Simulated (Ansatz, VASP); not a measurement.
**TiAl: VASP beside Ansatz**

POSCAR

```
TiAl
1.0
    3.2664860147      0.0000000000      0.0000000000
    0.0000000000      3.2664860147      0.0000000000
    0.0000000000      0.0000000000      3.1713456453
Ti Al
1 1
Direct
    0.0000000000      0.0000000000      0.0000000000
    0.5000000000      0.5000000000      0.5000000000
```

INCAR.step1

```
SYSTEM = TiAl
PREC = Accurate ; ENCUT = 520
ISMEAR = 0 ; SIGMA = 0.15
LREAL = .FALSE. ; LASPH = .TRUE.
NELM = 80 ; NBANDS = 14
GGA = PE ; ALGO = Normal
EDIFF = 1E-4 ; LWAVE = .TRUE.
LCHARG = .FALSE.
```

The input INCAR.step2:

```
SYSTEM = TiAl
PREC = Accurate ; ENCUT = 520
EDIFF = 1E-6 ; ISMEAR = 0
SIGMA = 0.15 ; LREAL = .FALSE.
LASPH = .TRUE. ; NELM = 80
ALGO = Normal ; ISIF = 2
LWAVE = .FALSE. ; LCHARG = .FALSE.
METAGGA = R2SCAN ; LMIXTAU = .TRUE.
NBANDS = 14 ; ISTART = 1
```

The input KPOINTS:

```
regular mesh
0
G
  20 20 20
  0 0 0
```

Input for Ansatz:

```yaml
crystal:
  lattice:
    - [3.2664860147, 0.0, 0.0]
    - [0.0, 3.2664860147, 0.0]
    - [0.0, 0.0, 3.1713456453]
  atoms:
    - { symbol: Ti, position: [0.0, 0.0, 0.0] }
    - { symbol: Al, position: [0.5, 0.5, 0.5] }
basis:
  ecutwfc: 500
kpoints:
  mp_grid: { grid: [20, 20, 20] }
hamiltonian:
  xc: r2scan
scf:
  occupations: { method: gaussian, width: 0.15 }
output:
  forces: true
  stress: true
  eigenvalues: true
  write_density: true
  write_potential: true
  elf: true
  volumetric_format: npy
```

Change from the starting cell: strain +0.030 along x and y, +0.000 along z, atoms carried along.

Alike in both runs: task single point; functional r2SCAN; k mesh 20 × 20 × 20; occupations gaussian, width 0.15 eV; no spin polarisation.

|  | VASP | Ansatz |
| --- | --- | --- |
| version | VASP 6.6.1 | Ansatz 0.2.0 |
| potentials or method | VASP PAW PBE potentials, release 64 (Ti_sv, Al), cutoff 520 eV | scalar-relativistic, plane waves, PAW |
| valence electrons in the cell | 15 | 15 |

|  | VASP | Ansatz | Ansatz less VASP |
| --- | --- | --- | --- |
| gap on the k mesh at the Fermi level (eV) | none | none | - |
| pressure (GPa) | -6.1 | -6.2 | -0.14 |
| traceless stress, the component that is largest in VASP (GPa) | -0.47 | -0.46 | +0.009 |

VASP's potentials were made for PBE, not for r2SCAN. A gap of «none» marks a metal or a gap that the smearing closes.
